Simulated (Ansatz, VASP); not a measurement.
# One calculation of NaI, two programs

```xyz
2
Lattice="0.0000 3.2296 3.2296 3.2296 0.0000 3.2296 3.2296 3.2296 0.0000" Properties=species:S:1:pos:R:3 pbc="T T T"
Na    0.0000    0.0000    0.0000
I     3.2296    3.2296    3.2296
```

Alike in both runs: task single point; functional PBEsol; k mesh 6 × 6 × 6; no spin polarisation.

```csv
,VASP,Ansatz
version,VASP 6.6.1,Ansatz 0.2.0
potentials or method,"VASP PAW PBE potentials, release 64 (Na_pv, I)",plane waves
plane-wave cutoff (eV),520,420
occupations,"gaussian, width 0.01 eV",fixed
valence electrons in the cell,14,26
```

```tsv
	VASP	Ansatz	Ansatz less VASP
gap on the k mesh at the Fermi level (eV)	3.52	3.53	+0.004
pressure (GPa)	-0.4	-0.4	-0.04
```

VASP's potentials were made for PBE, not for PBEsol. VASP's potentials hold 14 valence electrons a cell and Ansatz's 26, so a difference there can come from the potentials and not from the codes.

Neither program's run includes spin-orbit coupling.
